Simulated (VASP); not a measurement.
Write the native input for VASP 6.6.1 that does the following.

| Item | Value |
| --- | --- |
| Task | single point |
| Functional | HSE06 |
| Potentials or basis | VASP PAW PBE potentials, release 64 (Si) |
| Cutoff | 400 eV |
| k mesh | 1 × 1 × 1 |
| Occupations | fermi-dirac, width 0.01 eV |
| Spin | no spin polarisation |
| Dipole correction | no |
| Grid for exact exchange (PRECFOCK) | Normal |
| Further INCAR settings | ALGO = Normal; EDIFF = 1e-06; NBANDS = 23 |
| Screening parameter | 0.2079 1/Å |

Crystal: Si.

```
Si
1.0
     5.43000    0.00000    0.00000
     0.00000    5.43000    0.00000
     0.00000    0.00000    5.43000
Si
7
Direct
  0.00011 0.49741 0.49724
  0.49717 0.99828 0.50343
  0.49607 0.50311 0.99710
  0.24781 0.24824 0.25235
  0.24927 0.75035 0.75322
  0.74959 0.24747 0.74945
  0.75272 0.74867 0.24803
```

One way to write it, as run:

POSCAR

```
Si
1.0
    5.4300000000      0.0000000000      0.0000000000
    0.0000000000      5.4300000000      0.0000000000
    0.0000000000      0.0000000000      5.4300000000
Si
7
Direct
    0.0001100000      0.4974100000      0.4972400000
    0.4971700000     -0.0017200000      0.5034300000
    0.4960700000      0.5031100000     -0.0029000000
    0.2478100000      0.2482400000      0.2523500000
    0.2492700000      0.7503500000      0.7532200000
    0.7495900000      0.2474700000      0.7494500000
    0.7527200000      0.7486700000      0.2480300000
```

INCAR.step1

```
PREC     = Accurate       # precision mode
ENCUT    = 400            # plane-wave cutoff, eV
EDIFF    = 1E-5           # SCF threshold, eV
ISMEAR   = -1             # smearing method
SIGMA    = 0.01           # smearing width, eV
LREAL    = False          # projectors in reciprocal space
LASPH    = True           # aspherical terms in the spheres
NELM     = 120            # most SCF steps
ALGO     = Normal         # electronic algorithm
ISIF     = 2              # what is computed and relaxed
LWAVE    = True           # write WAVECAR
LCHARG   = False          # write CHGCAR
NBANDS   = 23             # bands
GGA      = PE             # functional
GGA_COMPAT= False
```

INCAR.step2

```
PREC     = Accurate       # precision mode
ENCUT    = 400            # plane-wave cutoff, eV
EDIFF    = 1E-6           # SCF threshold, eV
ISMEAR   = -1             # smearing method
SIGMA    = 0.01           # smearing width, eV
LREAL    = False          # projectors in reciprocal space
LASPH    = True           # aspherical terms in the spheres
NELM     = 120            # most SCF steps
ALGO     = Normal         # electronic algorithm
ISIF     = 2              # what is computed and relaxed
LWAVE    = False          # write WAVECAR
LCHARG   = False          # write CHGCAR
GGA      = PE             # functional
LHFCALC  = True           # exact exchange
HFSCREEN = 0.2079         # screening, 1/A
PRECFOCK = Normal       
NBANDS   = 23             # bands
ISTART   = 1            
GGA_COMPAT= False
```

KPOINTS

```
regular mesh
0
Gamma
  1 1 1
```

Potentials or basis: VASP PAW PBE potentials, release 64 (Si).

Run with:

```bash
$ cat potpaw_PBE.64/Si/POTCAR > POTCAR
$ cp INCAR.step1 INCAR
$ mpirun -np 1 vasp_gam > vasp.out
$ cp INCAR.step2 INCAR
$ mpirun -np 1 vasp_gam > vasp.out
```

It gave:

```json
{"Pressure": "-1.0 GPa", "Largest force": "1.635 eV/Å", "Band gap on the k mesh": "0.78 eV"}
```

Caveat: the k points lie up to 1.16 Å⁻¹ apart; the PAW data sets were made with another functional, which shifts forces and pressure a little.

Run time: 2.3 min on 1 thread of AMD EPYC 7R43 64-Core Processor (Zen 3), on a shared host, peak memory 0.25 GiB.
